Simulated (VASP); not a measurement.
# Si3Ge: relaxation of shape and atoms at fixed volume with PBE

Crystal: Si3Ge.

```
CELL_PARAMETERS angstrom
3.95111 0.00000 0.00000
0.00000 3.95111 0.00000
0.00000 0.00000 5.58684
ATOMIC_POSITIONS crystal
Si 0.50000 0.50000 0.00000
Si 0.00000 0.50000 0.75587
Si 0.50000 0.00000 0.24413
Ge 0.00000 0.00000 0.50000
```

```
Program                : VASP 6.6.1
Task                   : relaxation of shape and atoms at fixed volume
Functional             : PBE
Potentials or basis    : VASP PAW PBE potentials, release 64 (Si, Ge_d)
Cutoff                 : 600 eV
k mesh                 : 10 × 10 × 6
Occupations            : gaussian, width 0.02 eV
Spin                   : no spin polarisation
Dipole correction      : no
Further INCAR settings : ALGO = Normal; EDIFF = 1e-06; IBRION = 2; EDIFFG = -0.01; NSW = 50; ISIF = 4
```

```yaml
Pressure_after_relaxing: -2.3 GPa
Largest_force_after_relaxing: 0.005 eV/Å
Band_gap_on_the_k_mesh: 0.44 eV (least direct gap 0.73 eV)
```

Forces on the atoms (eV/Å):
```
Si   0.000  0.000  0.000
Si   0.000  0.000  0.005
Si   0.000  0.000 -0.005
Ge   0.000  0.000  0.000
```

Final structure:
```
Si Ge
1.0
     3.95111    0.00000    0.00000
     0.00000    3.95111    0.00000
     0.00000    0.00000    5.58684
Si Ge
3 1
Direct
  0.50000 0.50000 0.00000
  0.00000 0.50000 0.75587
  0.50000 0.00000 0.24413
  0.00000 0.00000 0.50000
```

Levels at points of the mesh, in eV from the valence-band top:
```
           k point  band 11  band 12  band 13  band 14  band 15  band 16
(0.00, 0.00, 0.00)    -0.04     0.00     0.00     0.73     0.88     1.93
(0.50, 0.00, 0.00)    -3.54    -1.48    -1.17     2.12     2.48     4.53
(0.50, 0.50, 0.00)    -2.77    -2.77    -2.70     0.44     0.89     0.89
(0.00, 0.00, 0.50)    -1.98    -1.69    -1.69     0.96     1.29     3.04
(0.50, 0.00, 0.50)    -1.23    -1.19    -1.03     0.79     1.22     3.22
(0.50, 0.50, 0.50)    -3.66    -3.66    -3.60     4.18     4.34     4.34
```

Run time: 59 s on 1 thread of Intel(R) Xeon(R) Platinum 8488C (Sapphire Rapids), on a shared host, peak memory 0.3 GiB.

Caveat: the relaxation stopped at its first step, so nothing moved. A k mesh can miss the band edges.
